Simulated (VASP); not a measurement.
# CdSe (F-43m) in VASP: further runs

CdSe is run at these levels: PBE, LDA, PBEsol; tasks: dielectric tensor, vibrations by perturbation theory.

Program: VASP 6.6.1. These are calculated values, not measurements. Logs are shortened: lines on timing, memory, paths and dates and some standing lists are left out, and cuts for length are marked.

## 1. The cell of the first run

Symmetry: F-43m, No. 216, cubic system. The conventional cell has a = 6.141 Å, b = 6.141 Å, c = 6.141 Å, α = 90.00°, β = 90.00°, γ = 90.00°. Within 3.5 Å of Cd (site symmetry -43m) lie 4 Se at 2.66 Å. Within 3.5 Å of Se (site symmetry -43m) lie 4 Cd at 2.66 Å.

## 2. Dielectric tensor, PBE

File INCAR:

```
SYSTEM = CdSe
PREC = Accurate
ENCUT = 520
EDIFF = 1E-8
ISMEAR = 0
SIGMA = 0.01
LREAL = .False.
LASPH = .True.
NELM = 100
ALGO = Normal
ISIF = 2
LWAVE = .False.
LCHARG = .False.
GGA = PE
LEPSILON = .True.
```

File KPOINTS:

```
Automatic mesh
0
Gamma
  8 8 8
  0 0 0
```

File POSCAR:

```
CdSe
1.0
    0.0000000000      3.0702711986      3.0702711986
    3.0702711986      0.0000000000      3.0702711986
    3.0702711986      3.0702711986      0.0000000000
Cd Se
1 1
Direct
    0.0000000000      0.0000000000      0.0000000000
    0.2500000000      0.2500000000      0.2500000000
```

Potentials or basis: VASP PAW PBE potentials, release 64 (Cd, Se).

The run is started by

```sh
$ cat potpaw_PBE.64/Cd/POTCAR potpaw_PBE.64/Se/POTCAR > POTCAR
$ mpirun -np 1 vasp_std > vasp.out
```

OUTCAR:

```text
SYSTEM = CdSe
   PREC = Accurate
   ENCUT = 520
   EDIFF = 1E-8
   ISMEAR = 0
   LREAL = .False.
   LASPH = .True.
   NELM = 100
   ISIF = 2
   GGA = PE
   LEPSILON = .True.

 ion  position               nearest neighbor table
   1  0.000  0.000  0.000-   2 2.66   2 2.66   2 2.66   2 2.66
   2  0.250  0.250  0.250-   1 2.66   1 2.66   1 2.66   1 2.66

  LATTYP: Found a face centered cubic cell.
 ALAT       =     6.1405423972

  Lattice vectors:

 A1 = (   0.0000000000,   3.0702711986,   3.0702711986)
 A2 = (   3.0702711986,   0.0000000000,   3.0702711986)
 A3 = (   3.0702711986,   3.0702711986,   0.0000000000)

Analysis of symmetry for initial positions (statically):
=====================================================================
 Subroutine PRICEL returns:
 Original cell was already a primitive cell.

 Routine SETGRP: Setting up the symmetry group for a
 face centered cubic supercell.

 Subroutine GETGRP returns: Found 24 space group operations
 (whereof 24 operations were pure point group operations)
 out of a pool of 48 trial point group operations.

The static configuration has the point symmetry T_d .

Analysis of symmetry for dynamics (positions and initial velocities):
=====================================================================
 Subroutine PRICEL returns:
 Original cell was already a primitive cell.

 Routine SETGRP: Setting up the symmetry group for a
 face centered cubic supercell.

 Subroutine GETGRP returns: Found 24 space group operations
 (whereof 24 operations were pure point group operations)
 out of a pool of 48 trial point group operations.

The dynamic configuration has the point symmetry T_d .

 Subroutine INISYM returns: Found 24 space group operations
 (whereof 24 operations are pure point group operations),
[... 540 lines left out ...]
 -----------------------------------------------------------------------------
  energy-cutoff  :      520.00
  volume of cell :       57.88
      direct lattice vectors                 reciprocal lattice vectors
     0.000000000  3.070271199  3.070271199    -0.162852063  0.162852063  0.162852063
     3.070271199  0.000000000  3.070271199     0.162852063 -0.162852063  0.162852063
     3.070271199  3.070271199  0.000000000     0.162852063  0.162852063 -0.162852063

 POSITION                                       TOTAL-FORCE (eV/Angst)
 -----------------------------------------------------------------------------------
      0.00000      0.00000      0.00000        -0.000000     -0.000000     -0.000000
      1.53514      1.53514      1.53514         0.000000      0.000000      0.000000
 -----------------------------------------------------------------------------------
    total drift:                               -0.000000     -0.000000     -0.000000

  FREE ENERGIE OF THE ION-ELECTRON SYSTEM (eV)
  ---------------------------------------------------
  free  energy   TOTEN  =        -5.4904653780 eV

  energy  without entropy=       -5.4904653780  energy(sigma->0) =       -5.49046538

 HEAD OF MICROSCOPIC STATIC DIELECTRIC TENSOR (INDEPENDENT PARTICLE, excluding Hartree and local field effects)
 ------------------------------------------------------
          12.839380    -0.000000     0.000000
           0.000000    12.839380     0.000000
          -0.000000     0.000000    12.839380
 ------------------------------------------------------

 Free energy of the ion-electron system (eV)
  ---------------------------------------------------
  ---------------------------------------------------
  free energy    TOTEN  =        -1.95704251 eV

  energy without entropy =       -1.95704251

------------------------ aborting loop because EDIFF is reached ----------------------------------------

--------------------------------------- Ionic step        2  -------------------------------------------

------------------------ aborting loop because EDIFF is reached ----------------------------------------

--------------------------------------- Ionic step        3  -------------------------------------------

 Free energy of the ion-electron system (eV)
  ---------------------------------------------------
  ---------------------------------------------------
  free energy    TOTEN  =        -1.95704361 eV

  energy without entropy =       -1.95704361

------------------------ aborting loop because EDIFF is reached ----------------------------------------

 PIEZOELECTRIC TENSOR FIELD DIRECTION 3  (e Angst)
 -----------------------------------------------------------------------------
    -0.00083 -2.66633  0.00000           (  0.00000  0.04736  0.00000)
    -2.66633 -0.00083  0.00000           (  0.04736  0.00000  0.00000)
     0.00000  0.00000 -0.00069           (  0.00000  0.00000 -0.00000)

 PIEZOELECTRIC TENSOR FIELD DIRECTION 3  (C/m^2)
 -----------------------------------------------------------------------------
    -0.00023 -0.73801  0.00000
    -0.73801 -0.00023  0.00000
     0.00000  0.00000 -0.00019

 MACROSCOPIC STATIC DIELECTRIC TENSOR (including local field effects in DFT)
 ------------------------------------------------------
          12.548418    -0.000000     0.000000
           0.000000    12.548418    -0.000000
           0.000000    -0.000000    12.548418
 ------------------------------------------------------

 PIEZOELECTRIC TENSOR (including local field effects)  for field in x, y, z        (e  Angst)
          XX          YY          ZZ          XY          YZ          ZX
  --------------------------------------------------------------------------------
  x    -0.00000    -0.00000     0.00000     0.00000    -2.68221     0.00000
  y    -0.00000     0.00000     0.00000     0.00000     0.00000    -2.68221
  z    -0.00000    -0.00000    -0.00000    -2.68221     0.00000     0.00000

 PIEZOELECTRIC TENSOR (including local field effects)  for field in x, y, z        (C/m^2)
          XX          YY          ZZ          XY          YZ          ZX
  --------------------------------------------------------------------------------
  x    -0.00000    -0.00000     0.00000     0.00000    -0.74241     0.00000
  y    -0.00000     0.00000     0.00000     0.00000     0.00000    -0.74241
  z    -0.00000    -0.00000    -0.00000    -0.74241     0.00000     0.00000

 BORN EFFECTIVE CHARGES (including local field effects) (in |e|, cummulative output)
 ---------------------------------------------------------------------------------
 ion    1
    1     2.38931     0.00000     0.00000
    2     0.00000     2.38931     0.00000
    3     0.00000     0.00000     2.38931
 ion    2
    1    -2.38931     0.00000     0.00000
    2     0.00000    -2.38931    -0.00000
    3     0.00000     0.00000    -2.38931
```

OSZICAR:

```text
N       E                     dE             d eps       ncg     rms          rms(c)
DAV:   1     0.110331294075E+03    0.11033E+03   -0.88102E+03   754   0.123E+03
DAV:   2    -0.122040402403E+01   -0.11155E+03   -0.10626E+03   884   0.291E+02
DAV:   3    -0.584674416755E+01   -0.46263E+01   -0.46163E+01   859   0.614E+01
[... 11 lines left out ...]
RMM:   7    -0.195689200377E+01   -0.11553E-02   -0.16162E-05  3962   0.270E-02    0.298E-03
RMM:   8    -0.195702827578E+01   -0.13627E-03    0.76554E-07  3606   0.690E-03    0.484E-04
RMM:   9    -0.195704493205E+01   -0.16656E-04    0.31221E-06  4173   0.101E-03    0.300E-04
RMM:  10    -0.195704530379E+01   -0.37174E-06   -0.13489E-06  3805   0.901E-04    0.110E-04
RMM:  11    -0.195704522599E+01    0.77796E-07   -0.38109E-07  3412   0.167E-04    0.486E-05
RMM:  12    -0.195704385079E+01    0.13752E-05   -0.14285E-08  2996   0.137E-04    0.103E-05
RMM:  13    -0.195704360525E+01    0.24554E-06   -0.23031E-12  1518   0.322E-05    0.631E-06
```

stdout:

```text
POSCAR found type information on POSCAR CdSe
 POSCAR found :  2 types and       2 ions
 scaLAPACK will be used
 LDA part: xc-table for (Slater+PW92), standard interpolation
 POSCAR, INCAR and KPOINTS ok, starting setup
 FFT: planning ... GRIDC
 FFT: planning ... GRID_SOFT
 FFT: planning ... GRID
 WAVECAR not read
 entering main loop
 Linear response reoptimize wavefunctions to high precision
 Linear response G [H, r] |phi>, progress :
  Direction:   1
 Linear response G [H, r] |phi>, progress :
  Direction:   2
 Linear response G [H, r] |phi>, progress :
  Direction:   3
 Linear response to external field (no local field effect), progress :
  Direction:   1
 dielectric tensor                  component  1 :    13.795     3.530     1.127
 Linear response to external field (no local field effect), progress :
  Direction:   2
 dielectric tensor                  component  2 :     3.530    14.277    -1.468
 Linear response to external field (no local field effect), progress :
  Direction:   3
 dielectric tensor                  component  3 :     1.123    -1.466    10.447
 Linear response to external field, progress :
  Direction:   1
 dielectric tensor                  component  1 :    12.548     1.737     0.685
 Linear response to external field, progress :
  Direction:   2
 dielectric tensor                  component  2 :     1.706    12.548     0.522
 Linear response to external field, progress :
  Direction:   3
 dielectric tensor                  component  3 :     1.339     1.083    12.548
 Born effective charges drift removed
```

Run time: 3 min. Hardware: 1 thread of Intel Xeon Platinum 8488C (Sapphire Rapids), shared host; peak memory 0.34 GiB.

What came out:

```yaml
Band_gap_on_the_k_mesh: 0.55 eV, direct
Electronic_dielectric_tensor_diagonal: 12.55
Born_charges_mean_of_the_diagonal: Cd +2.39; Se -2.39 e
```

Electronic dielectric tensor:
```
12.55  0.00  0.00
 0.00 12.55  0.00
 0.00  0.00 12.55
```

Born effective charge tensors (e):
atom 1, Cd
```
2.39 0.00 0.00
0.00 2.39 0.00
0.00 0.00 2.39
```
atom 2, Se
```
-2.39  0.00  0.00
 0.00 -2.39  0.00
 0.00  0.00 -2.39
```

Caveat: the gap is small at this level, which inflates the dielectric constant. As with any semilocal functional, this PBE gap is likely too small.

## 3. Vibrations by perturbation theory, PBE

File INCAR:

```
PREC = Accurate ; ENCUT = 520
EDIFF = 1E-8 ; ISMEAR = 0
SIGMA = 0.01 ; LREAL = False
LASPH = True ; NELM = 60
ALGO = Normal ; ISIF = 2
LWAVE = False ; LCHARG = False
GGA = PE ; NBANDS = 16
IBRION = 8 ; NSW = 1
LEPSILON = True
```

File KPOINTS:

```
Automatic mesh
0
Gamma
  6 6 6
```

POSCAR is that of step 2.

Potentials or basis: VASP PAW PBE potentials, release 64 (Cd, Se).

The run is started by

```sh
$ cat potpaw_PBE.64/Cd/POTCAR potpaw_PBE.64/Se/POTCAR > POTCAR
$ mpirun -np 1 vasp_std > vasp.out
```

OUTCAR:

```text
PREC = Accurate
   ENCUT = 520
   EDIFF = 1E-8
   ISMEAR = 0
   LREAL = False
   LASPH = True
   NELM = 60
   ISIF = 2
   GGA = PE
   IBRION = 8
   NSW = 1
   LEPSILON = True

 ion  position               nearest neighbor table
   1  0.000  0.000  0.000-   2 2.66   2 2.66   2 2.66   2 2.66
   2  0.250  0.250  0.250-   1 2.66   1 2.66   1 2.66   1 2.66

  LATTYP: Found a face centered cubic cell.
 ALAT       =     6.1405423972

  Lattice vectors:

 A1 = (   0.0000000000,   3.0702711986,   3.0702711986)
 A2 = (   3.0702711986,   0.0000000000,   3.0702711986)
 A3 = (   3.0702711986,   3.0702711986,   0.0000000000)

Analysis of symmetry for initial positions (statically):
=====================================================================
 Subroutine PRICEL returns:
 Original cell was already a primitive cell.

 Routine SETGRP: Setting up the symmetry group for a
[... 591 lines left out ...]

 SECOND DERIVATIVES (NOT SYMMETRIZED)
 ------------------------------------
               1X          1Y          1Z          2X          2Y          2Z
  1X    -4.633746    0.000000    0.000000    4.633746    0.000000    0.000000
  1Y     0.000000   -4.633746    0.000000    0.000000    4.633746    0.000000
  1Z     0.000000    0.000000   -4.633746    0.000000    0.000000    4.633746
  2X     4.621322    0.000000    0.000000   -4.621322    0.000000    0.000000
  2Y     0.000000    4.621322    0.000000    0.000000   -4.621322    0.000000
  2Z     0.000000    0.000000    4.621322    0.000000    0.000000   -4.621322

 Eigenvectors and eigenvalues of the dynamical matrix
 ----------------------------------------------------

   1 f  =    4.937473 THz    31.023059 2PiTHz  164.696377 cm-1    20.419739 meV
             X         Y         Z           dx          dy          dz
      0.000000  0.000000  0.000000     0.000000    0.642847    0.000000
      1.535136  1.535136  1.535136     0.000000   -0.765994    0.000000
[... 21 lines left out ...]
   6 f/i=    0.003264 THz     0.020506 2PiTHz    0.108865 cm-1     0.013498 meV
             X         Y         Z           dx          dy          dz
      0.000000  0.000000  0.000000     0.000000    0.000000    0.765994
      1.535136  1.535136  1.535136     0.000000    0.000000    0.642847

--------------------------------------------------------------------------------------------------------

 MACROSCOPIC STATIC DIELECTRIC TENSOR IONIC CONTRIBUTION
 ------------------------------------------------------
           4.582221     0.000000    -0.000000
           0.000000     4.582221    -0.000000
          -0.000000    -0.000000     4.582221
 ------------------------------------------------------

 ELASTIC MODULI CONTR FROM IONIC RELAXATION (kBar)
 Direction    XX          YY          ZZ          XY          YZ          ZX
 --------------------------------------------------------------------------------
 XX          -0.0000     -0.0000      0.0000     -0.0000      0.0000      0.0000
 YY          -0.0000     -0.0000     -0.0000     -0.0000     -0.0000      0.0000
 ZZ           0.0000     -0.0000     -0.0000      0.0000     -0.0000      0.0000
 XY          -0.0000     -0.0000      0.0000   -213.8664      0.0000      0.0000
 YZ           0.0000     -0.0000     -0.0000      0.0000   -213.8664     -0.0000
 ZX           0.0000      0.0000      0.0000      0.0000     -0.0000   -213.8664
 --------------------------------------------------------------------------------

 PIEZOELECTRIC TENSOR IONIC CONTR  for field in x, y, z        (C/m^2)
          XX          YY          ZZ          XY          YZ          ZX
  --------------------------------------------------------------------------------
  x    -0.00000     0.00000     0.00000    -0.00000     0.93150     0.00000
  y    -0.00000    -0.00000    -0.00000    -0.00000     0.00000     0.93150
  z     0.00000     0.00000    -0.00000     0.93150    -0.00000    -0.00000
```

OSZICAR:

```text
N       E                     dE             d eps       ncg     rms          rms(c)
DAV:   1     0.104940608561E+03    0.10494E+03   -0.86990E+03   520   0.100E+03
DAV:   2    -0.197093548440E+01   -0.10691E+03   -0.10207E+03   624   0.245E+02
DAV:   3    -0.585140464626E+01   -0.38805E+01   -0.38749E+01   624   0.490E+01
DAV:   4    -0.586767044069E+01   -0.16266E-01   -0.16265E-01   656   0.310E+00
[... 160 lines left out ...]
RMM:   8    -0.847257295906E-01   -0.66682E-07   -0.59549E-09  2445   0.172E-04    0.670E-05
RMM:   9    -0.847256343729E-01    0.95218E-07    0.46966E-09  2473   0.111E-04    0.160E-05
RMM:  10    -0.847257320902E-01   -0.97717E-07   -0.26461E-09  2541   0.220E-05    0.119E-05
RMM:  11    -0.847257330340E-01   -0.94378E-09   -0.91608E-10  2354   0.909E-06    0.249E-06
 Linear response finished
```

stdout:

```text
POSCAR found type information on POSCAR CdSe
 POSCAR found :  2 types and       2 ions
 scaLAPACK will be used
 LDA part: xc-table for (Slater+PW92), standard interpolation
 POSCAR, INCAR and KPOINTS ok, starting setup
 FFT: planning ... GRIDC
 FFT: planning ... GRID_SOFT
 FFT: planning ... GRID
 WAVECAR not read
 entering main loop
[... 24 lines left out ...]
 dielectric tensor                  component  3 :     1.583     1.046    19.991
 Linear response DOF=           2
 Linear response progress:
 first order change of Fermi-energy  -0.64258E-04
 force on displaced ion       1 direction 1 :  -4.634  -0.000  -0.000
 Born effective charge ion    1 direction 1 :   2.486   0.000   0.000
 Linear response progress:
 first order change of Fermi-energy   0.41250E-03
 force on displaced ion       2 direction 1 :  -4.621  -0.000  -0.000
 Born effective charge ion    2 direction 1 :  -2.724   0.000   0.000
 Born effective charges drift removed
 Linear response finished
```

Run time: 4.5 min. Hardware: 1 thread of AMD EPYC 7R43 (Zen 3), shared host; peak memory 0.24 GiB.

Results:

| Item | Value |
| --- | --- |
| Electronic dielectric tensor (diagonal) | 19.99 |
| Born charges (mean of the diagonal) | Cd +2.60; Se -2.60 e |
| Highest phonon frequency at Γ, LO-TO splitting left out | 165 cm⁻¹ |

Phonon frequencies in cm⁻¹ (negative: imaginary):
| q point | frequencies |
| --- | --- |
| (0.000, 0.000, 0.000) | 0 0 0 165 165 165 |

Electronic dielectric tensor:
```
19.99  0.00  0.00
 0.00 19.99  0.00
 0.00  0.00 19.99
```

Born effective charge tensors (e):
atom 1, Cd
```
2.60 0.00 0.00
0.00 2.60 0.00
0.00 0.00 2.60
```
atom 2, Se
```
-2.60  0.00  0.00
 0.00 -2.60  0.00
 0.00  0.00 -2.60
```

Caveat: the cell wasn't relaxed at this level first, which shifts response properties.

[end of part 1 of 2]
